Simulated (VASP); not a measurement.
Write the native input for VASP 6.6.1 that does the following.

* Task: single point
* Functional: LDA
* Potentials or basis: VASP PAW LDA potentials, release 64 (Cu, As)
* Cutoff: 520 eV
* k mesh: 15 × 15 × 10
* Occupations: gaussian, width 0.15 eV
* Spin: no spin polarisation
* Dipole correction: no
* Further INCAR settings: ALGO = Normal; EDIFF = 1e-06; NBANDS = 24

The structure of CuAs lies in POSCAR:

```
CuAs
1.0
    3.6024884060      0.0000000000      0.0000000000
   -1.8012442030      3.1198464764      0.0000000000
    0.0000000000      0.0000000000      4.9199184161
Cu As
2 2
Direct
    0.0000000000      0.0000000000      0.5000000000
    0.0000000000      0.0000000000      0.0000000000
    0.6666666667      0.3333333333      0.7500000000
    0.3333333333      0.6666666667      0.2500000000
```

This cell differs from its parent crystal: volume 13.824 Å^3 an atom, c/a of the conventional cell 1.3657.

The input as run:

INCAR

```
SYSTEM = CuAs
  PREC = Accurate
  ENCUT = 520
  EDIFF = 1E-6
  ISMEAR = 0
  SIGMA = 0.15
  LREAL = .False.
  LASPH = .True.
  NELM = 100
  ALGO = Normal
  ISIF = 2
  LWAVE = .False.
  LCHARG = .False.
  GGA = CA
  NBANDS = 24
```

KPOINTS

```
regular mesh
0
Gamma
  15 15 10
  0 0 0
```

Potentials or basis: VASP PAW LDA potentials, release 64 (Cu, As).

Command:

```console
$ cat potpaw_LDA.64/Cu/POTCAR potpaw_LDA.64/As/POTCAR > POTCAR
$ mpirun -np 1 vasp_std > vasp.out
```

Results of the run:

The pressure is 13.8 GPa and the band gap on the k mesh is zero (band 16 reaches 10.11 eV, above the bottom of band 17 at 7.40 eV).

It took 4.6 min on 1 thread of Intel(R) Xeon(R) Platinum 8175M CPU @ 2.50GHz (Skylake/Cascade Lake) (shared host), peak memory 0.3 GiB.
